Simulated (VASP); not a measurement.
**Zr: single point with PBE**

Slab: Zr, a slab with vacuum.

```xyz
1
Lattice="3.2311 0.0000 0.0000 -1.6155 2.7982 0.0000 0.0000 0.0000 13.0000" Properties=species:S:1:pos:R:3 pbc="T T T"
Zr    0.0000    0.0000    6.5000
```

```
Program             : VASP 6.6.1
Task                : single point
Functional          : PBE
Potentials or basis : VASP PAW PBE potentials, release 64 (Zr_sv)
Cutoff              : 520 eV
k mesh              : 15 × 15 × 1
Occupations         : fermi-dirac, width 0.08 eV
Spin                : no spin polarisation
```

| Property | Result |
| --- | --- |
| Band gap on the k mesh | zero (band 6 reaches -1.03 eV, above the bottom of band 7 at -1.49 eV) |

Levels at points of the mesh, in eV from the Fermi level:
| k point | band 2 | band 3 | band 4 | band 5 | band 6 | band 7 | band 8 | band 9 | band 10 | band 11 |
| --- | --- | --- | --- | --- | --- | --- | --- | --- | --- | --- |
| (0.00, 0.00, 0.00) | -27.43 | -26.82 | -26.82 | -3.80 | -0.15 | 0.44 | 1.14 | 1.14 | 3.20 | 3.20 |

Wall time 44 s on 1 thread of AMD EPYC 7R43 64-Core Processor (Zen 3) (shared host), peak memory 0.19 GiB.
